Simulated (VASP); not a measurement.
Here is a VASP 6.6.1 calculation.

Contents of INCAR:

```
SYSTEM = Cd
PREC = Accurate
ENCUT = 520
EDIFF = 1E-7
ISMEAR = -1
SIGMA = 0.1
LREAL = .FALSE.
LASPH = .TRUE.
NELM = 80
ALGO = Normal
ISIF = 2
LWAVE = .FALSE.
LCHARG = .TRUE.
GGA = PS
LELF = .TRUE.
LVHAR = .TRUE.
NBANDS = 25
```

File KPOINTS:

```
regular mesh
0
G
  6 6 6
  0 0 0
```

POSCAR

```
Cd
1.0
    0.0000000000      3.7187610000      3.7187610000
    3.7187610000      0.0000000000      3.7187610000
    3.7187610000      3.7187610000      0.0000000000
Cd
3
Direct
    0.2500000000      0.2500000000      0.2500000000
    0.7500000000      0.7500000000      0.7500000000
    0.5000000000      0.5000000000      0.5000000000
```

Potentials or basis: VASP PAW PBE potentials, release 64 (Cd).

The run is started by

```bash
$ cat potpaw_PBE.64/Cd/POTCAR > POTCAR
$ mpirun -np 1 vasp_std > vasp.out
```

What does it give for the band gap on the k mesh?

Zero (band 18 reaches 2.77 eV, above the bottom of band 19 at -0.57 eV).

What does it give for the pressure?

-5.3 GPa.

Caveat: the PAW data sets were made with another functional, which shifts forces and pressure a little.
